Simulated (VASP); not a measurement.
# LiF in VASP: single point with PBE

Aim: the single point of LiF with PBE.

Everything below comes from runs of VASP 6.6.1. Logs are shortened: lines on timing, memory, paths and dates and some standing lists are left out, and cuts for length are marked.

**1. The cell of the first run**

The cell holds a wire or tube with vacuum around it, 2 atoms: a = 10.600 Å, b = 9.300 Å, c = 3.405 Å, α = 90.00°, β = 90.00°, γ = 90.00°.

**2. Single point, PBE, collinear spin**

Input file INCAR:

```
  PREC = Accurate
  ENCUT = 520
  EDIFF = 1E-6
  ISMEAR = 0
  SIGMA = 0.05
  LREAL = F
  LASPH = T
  NELM = 150
  ALGO = Normal
  ISIF = 2
  LWAVE = F
  LCHARG = F
  ISPIN = 2
  MAGMOM = 0.5 0.5
  LORBIT = 11
  GGA = PE
  NBANDS = 16
```

Input file KPOINTS:

```
Automatic mesh
0
Gamma
  1 1 33
```

Input file POSCAR:

```
LiF
1.0
   10.6000000000      0.0000000000      0.0000000000
    0.0000000000      9.3000000000      0.0000000000
    0.0000000000      0.0000000000      3.4051256662
Li F
1 1
Direct
    0.5000027742      0.5000000000      0.0000000000
    0.4999972258      0.5000000000      0.5000000000
```

Potentials or basis: VASP PAW PBE potentials, release 64 (Li_sv, F).

The run is started by

```bash
cat potpaw_PBE.64/Li_sv/POTCAR potpaw_PBE.64/F/POTCAR > POTCAR
mpirun -np 1 vasp_std > vasp.out
```

OUTCAR:

```text
PREC = Accurate
   ENCUT = 520
   EDIFF = 1E-6
   ISMEAR = 0
   LREAL = F
   LASPH = T
   NELM = 150
   ISIF = 2
   ISPIN = 2
   LORBIT = 11
   GGA = PE

 ion  position               nearest neighbor table
   1  0.500  0.500  0.000-   2 1.70   2 1.70
   2  0.500  0.500  0.500-   1 1.70   1 1.70

  LATTYP: Found a simple orthorhombic cell.
 ALAT       =     3.4051256662
 B/A-ratio  =     2.7311767352
 C/A-ratio  =     3.1129541283

  Lattice vectors:

 A1 = (   0.0000000000,   0.0000000000,  -3.4051256662)
 A2 = (   0.0000000000,   9.3000000000,   0.0000000000)
 A3 = (  10.6000000000,   0.0000000000,   0.0000000000)

Analysis of symmetry for initial positions (statically):
=====================================================================
 Subroutine PRICEL returns:
 Original cell was already a primitive cell.

 Routine SETGRP: Setting up the symmetry group for a
 simple orthorhombic supercell.

 Subroutine GETGRP returns: Found  4 space group operations
 (whereof  4 operations were pure point group operations)
 out of a pool of  8 trial point group operations.

The static configuration has the point symmetry C_2v.

Analysis of symmetry for dynamics (positions and initial velocities):
=====================================================================
 Subroutine PRICEL returns:
 Original cell was already a primitive cell.

 Routine SETGRP: Setting up the symmetry group for a
 simple orthorhombic supercell.

 Subroutine GETGRP returns: Found  4 space group operations
 (whereof  4 operations were pure point group operations)
 out of a pool of  8 trial point group operations.

The dynamic configuration has the point symmetry C_2v.

Analysis of structural, dynamic, and magnetic symmetry:
=====================================================================
 Subroutine PRICEL returns:
 Original cell was already a primitive cell.

 Routine SETGRP: Setting up the symmetry group for a
 simple orthorhombic supercell.

 Subroutine GETGRP returns: Found  4 space group operations
 (whereof  4 operations were pure point group operations)
 out of a pool of  8 trial point group operations.

The overall configuration has the point symmetry C_2v.

 Subroutine INISYM returns: Found  4 space group operations
 (whereof  4 operations are pure point group operations),
 and found     1 'primitive' translations

----------------------------------------------------------------------------------------

                                     Primitive cell

  volume of cell :     335.6773

  direct lattice vectors                    reciprocal lattice vectors
    10.600000000  0.000000000  0.000000000     0.094339623  0.000000000  0.000000000
     0.000000000  9.300000000  0.000000000     0.000000000  0.107526882  0.000000000
     0.000000000  0.000000000  3.405125666     0.000000000  0.000000000  0.293674918

  length of vectors
    10.600000000  9.300000000  3.405125666     0.094339623  0.107526882  0.293674918

  position of ions in fractional coordinates (direct lattice)
     0.500002774  0.500000000  0.000000000
     0.499997226  0.500000000  0.500000000

  ion indices of the primitive-cell ions
   primitive index   ion index
                 1           1
                 2           2

----------------------------------------------------------------------------------------

 KPOINTS: Automatic mesh

Automatic generation of k-mesh.
 Grid dimensions read from file:
 generate k-points for:    1    1   33

 Generating k-lattice:

  Cartesian coordinates                     Fractional coordinates (reciprocal lattice)
     0.094339623  0.000000000  0.000000000     1.000000000  0.000000000  0.000000000
     0.000000000  0.107526882  0.000000000     0.000000000  1.000000000  0.000000000
     0.000000000  0.000000000  0.008899240     0.000000000  0.000000000  0.030303030

  Length of vectors
     0.094339623  0.107526882  0.008899240

  Shift w.r.t. Gamma in fractional coordinates (k-lattice)
     0.000000000  0.000000000  0.000000000

 Subroutine IBZKPT returns following result:
 ===========================================

 Found     17 irreducible k-points:

 Following reciprocal coordinates:
            Coordinates               Weight
  0.000000  0.000000  0.000000      1.000000
  0.000000  0.000000  0.030303      2.000000
  0.000000  0.000000  0.060606      2.000000
  0.000000  0.000000  0.090909      2.000000
  0.000000  0.000000  0.121212      2.000000
  0.000000  0.000000  0.151515      2.000000
[... 9 lines left out ...]
  0.000000  0.000000  0.454545      2.000000
  0.000000  0.000000  0.484848      2.000000
   k-points           NKPTS =     17   k-points in BZ     NKDIM =     17   number of bands    NBANDS=     16
   number of dos      NEDOS =    301   number of ions     NIONS =      2
   total plane-waves  NPLWV = 156800
   dimension x,y,z NGX =    80 NGY =   70 NGZ =   28
   dimension x,y,z NGXF=   160 NGYF=  140 NGZF=   56
   ions per type =               1   1
   NGX,Y,Z   is equivalent  to a cutoff of  12.55, 12.51, 13.67 a.u.
   NGXF,Y,Z  is equivalent  to a cutoff of  25.09, 25.03, 27.34 a.u.
 SYSTEM =  unknown system
   PREC   = accura    normal or accurate (medium, high low for compatibility)
   ISTART =      0    job   : 0-new  1-cont  2-samecut
   ICHARG =      2    charge: 1-file 2-atom 10-const
   ISPIN  =      2    spin polarized calculation?
   LNONCOLLINEAR =      F non collinear calculations
   LSORBIT =      F    spin-orbit coupling
   LASPH  =      T    aspherical Exc in radial PAW
   ENCUT  =  520.0 eV  38.22 Ry    6.18 a.u.  19.71 17.29  6.33*2*pi/ulx,y,z
   NELM   =    150;   NELMIN=  2; NELMDL= -5     # of ELM steps
   EDIFF  = 0.1E-05   stopping-criterion for ELM
   LREAL  =      F    real-space projection
   EDIFFG = 0.1E-04   stopping-criterion for IOM
   NSW    =      0    number of steps for IOM
   IBRION =     -1    ionic relax: 0-MD 1-quasi-New 2-CG
   NFREE  =      0    steps in history (QN), initial steepest desc. (CG)
   ISIF   =      2    stress and relaxation
   ISYM   =      2    0-nonsym 1-usesym 2-fastsym
   POTIM  = 0.5000    time-step for ionic-motion
   TEBEG  =    0.0;   TEEND  =   0.0 temperature during run
   PSTRESS=    0.0 pullay stress
   NELECT =      10.0000    total number of electrons
   NUPDOWN=      -1.0000    fix difference up-down
   EMIN   =  10.00;   EMAX   =-10.00  energy-range for DOS
   EFERMI =   0.00;   METHOD = LEGACY
   ISMEAR =     0;   SIGMA  =   0.05  broadening in eV -4-tet -1-fermi 0-gaus
   EFERMI_NEDOS =   21; number of points for ismear=-14 and -15
   IALGO  =     38    algorithm
   IMIX   =      4    mixing-type and parameters
     AMIX     =   0.40;   BMIX     =  1.00
     AMIX_MAG =   1.60;   BMIX_MAG =  1.00
  volume/ion in A,a.u.               =     167.84      1132.63
  Fermi-wavevector in a.u.,A,eV,Ry     =   0.507498  0.959032  3.504235  0.257554
  Thomas-Fermi vector in A             =   1.519046
   LORBIT       =     11    0 simple, 1 ext, 2 COOP (PROOUT), +10 PAW based schemes
   GGA     = PE    functional components
   LHFCALC =     F    Hartree Fock is set to
   AEXX    =    0.0000 exact exchange contribution
   IVDW    =     0    specifies the selected vdW correction
   LEPSILON=     F    determine dielectric tensor
   LRPA    =     F    only Hartree local field effects (RPA)
 spin polarized calculation
 Gauss-broadening in eV      SIGMA  =   0.05
  energy-cutoff  :      520.00
  volume of cell :      335.68
 maximum number of plane-waves:      9081
 NGX is ok and might be reduce to    80
   NGX = 39   NGY = 35   NGZ = 13

 number of electron      10.0000000 magnetization       1.0000000

 number of electron       9.9999971 magnetization      -0.0000107

 number of electron       9.9999971 magnetization       0.0000021

 Free energy of the ion-electron system (eV)
  ---------------------------------------------------
  ext. energy  EPLUGINS =         0.00000000
  ---------------------------------------------------
  free energy    TOTEN  =        -8.85650638 eV

  energy without entropy =       -8.85650638  energy(sigma->0) =       -8.85650638

 E-fermi :  -7.0443     XC(G=0):  -1.2007

 val. band max:       -7.2862186194   @ k =   0.0000   0.0000   0.4848
 cond. band min:      -0.7201936734   @ k =   0.0000   0.0000   0.0000
 fundamental gap:      6.5660249460
 Fermi energy:        -7.0443054381

 spin component 1

 k-point     1 :       0.0000    0.0000    0.0000
  band No.  band energies     occupation
      1     -48.5939      1.00000
      2     -25.9170      1.00000
      3      -8.4445      1.00000
      4      -7.5142      1.00000
      5      -7.5141      1.00000
      6      -0.7202      0.00000
[... 8 lines left out ...]
     15       4.6224      0.00000
     16       4.7754      0.00000

 k-point     2 :       0.0000    0.0000    0.0303
  band No.  band energies     occupation
      1     -48.5938      1.00000
      2     -25.9184      1.00000
      3      -8.4394      1.00000
      4      -7.5122      1.00000
      5      -7.5121      1.00000
      6      -0.7079      0.00000
[... 8 lines left out ...]
     15       4.6310      0.00000
     16       4.7872      0.00000

 k-point     3 :       0.0000    0.0000    0.0606
  band No.  band energies     occupation
      1     -48.5935      1.00000
      2     -25.9229      1.00000
      3      -8.4244      1.00000
      4      -7.5064      1.00000
      5      -7.5062      1.00000
      6      -0.6712      0.00000
[... 8 lines left out ...]
     15       4.6567      0.00000
     16       4.8228      0.00000
[... 229 lines left out ...]
 k-point    16 :       0.0000    0.0000    0.4545
  band No.  band energies     occupation
      1     -48.5843      1.00000
      2     -26.0762      1.00000
      3      -7.8873      1.00000
      4      -7.2906      1.00000
      5      -7.2905      1.00000
      6       1.9879      0.00000
[... 8 lines left out ...]
     15       5.2173      0.00000
     16       5.3079      0.00000

 k-point    17 :       0.0000    0.0000    0.4848
  band No.  band energies     occupation
      1     -48.5841      1.00000
      2     -26.0791      1.00000
      3      -7.8769      1.00000
      4      -7.2863      1.00000
      5      -7.2862      1.00000
      6       2.3328      0.00000
[... 8 lines left out ...]
     15       4.9040      0.00000
     16       5.3417      0.00000
 Fermi energy:        -7.0443054381

 spin component 2

 k-point     1 :       0.0000    0.0000    0.0000
  band No.  band energies     occupation
      1     -48.5939      1.00000
      2     -25.9170      1.00000
      3      -8.4445      1.00000
      4      -7.5142      1.00000
      5      -7.5141      1.00000
      6      -0.7147      0.00000
[... 8 lines left out ...]
     15       4.6229      0.00000
     16       4.7864      0.00000

 k-point     2 :       0.0000    0.0000    0.0303
  band No.  band energies     occupation
      1     -48.5938      1.00000
      2     -25.9184      1.00000
      3      -8.4394      1.00000
      4      -7.5123      1.00000
      5      -7.5121      1.00000
      6      -0.7025      0.00000
[... 8 lines left out ...]
     15       4.6315      0.00000
     16       4.7983      0.00000

 k-point     3 :       0.0000    0.0000    0.0606
  band No.  band energies     occupation
      1     -48.5935      1.00000
      2     -25.9229      1.00000
      3      -8.4244      1.00000
      4      -7.5064      1.00000
      5      -7.5063      1.00000
      6      -0.6658      0.00000
[... 8 lines left out ...]
     15       4.6569      0.00000
     16       4.8338      0.00000
[... 229 lines left out ...]
 k-point    16 :       0.0000    0.0000    0.4545
  band No.  band energies     occupation
      1     -48.5843      1.00000
      2     -26.0762      1.00000
      3      -7.8873      1.00000
      4      -7.2906      1.00000
      5      -7.2905      1.00000
      6       1.9935      0.00000
[... 8 lines left out ...]
     15       5.2617      0.00000
     16       5.3381      0.00000

 k-point    17 :       0.0000    0.0000    0.4848
  band No.  band energies     occupation
      1     -48.5841      1.00000
      2     -26.0791      1.00000
      3      -7.8769      1.00000
      4      -7.2863      1.00000
      5      -7.2862      1.00000
      6       2.3381      0.00000
[... 8 lines left out ...]
     15       4.9369      0.00000
     16       5.3886      0.00000

------------------------ aborting loop because EDIFF is reached ----------------------------------------

  FORCE on cell =-STRESS in cart. coord.  units (eV):
  Direction    XX          YY          ZZ          XY          YZ          ZX
  --------------------------------------------------------------------------------------
  -------------------------------------------------------------------------------------
  Total       -0.0523571     -0.0519203      0.1656883      0.0000000      0.0000000      0.0000000
  in kB       -0.2498990     -0.2478141      0.7908252      0.0000000      0.0000000      0.0000000
  external PRESSURE =       0.0977040 kB  Pullay stress =       0.0000000 kB

 VOLUME and BASIS-vectors are now :
 -----------------------------------------------------------------------------
  energy-cutoff  :      520.00
  volume of cell :      335.68
      direct lattice vectors                 reciprocal lattice vectors
    10.600000000  0.000000000  0.000000000     0.094339623  0.000000000  0.000000000
     0.000000000  9.300000000  0.000000000     0.000000000  0.107526882  0.000000000
     0.000000000  0.000000000  3.405125666     0.000000000  0.000000000  0.293674918

 POSITION                                       TOTAL-FORCE (eV/Angst)
 -----------------------------------------------------------------------------------
      5.30003      4.65000      0.00000        -0.000049      0.000000      0.000000
      5.29997      4.65000      1.70256         0.000049      0.000000      0.000000
 -----------------------------------------------------------------------------------
    total drift:                                0.000000      0.000000     -0.000000

  FREE ENERGIE OF THE ION-ELECTRON SYSTEM (eV)
  ---------------------------------------------------
  free  energy   TOTEN  =        -8.8565063795 eV

  energy  without entropy=       -8.8565063795  energy(sigma->0) =       -8.85650638

 total charge

# of ion       s       p       d       tot
------------------------------------------
    1        2.027   0.063   0.000   2.090
    2        1.730   4.390   0.000   6.120
--------------------------------------------------
tot          3.757   4.453   0.000   8.210

 magnetization (x)

# of ion       s       p       d       tot
------------------------------------------
    1        0.000   0.000   0.000   0.000
    2       -0.000  -0.000   0.000  -0.000
--------------------------------------------------
tot         -0.000  -0.000   0.000  -0.000
```

Run time: 5 min. Hardware: 1 thread of Intel Xeon Platinum 8488C (Sapphire Rapids), shared host; peak memory 0.59 GiB.

Results:

```yaml
Free_energy: -8.8565 eV
Band_gap_on_the_k_mesh: 6.57 eV (least direct gap 6.79 eV)
Net_moment: 0.00 μB per cell
Valence_electrons_inside_the_program's_atomic_spheres: Li 2.09; F 6.12
```

Caveat: the cutoff is under 1.25 times the usual one of these potentials, so pressure, stress and relaxed cells hold a basis-set (Pulay) error.
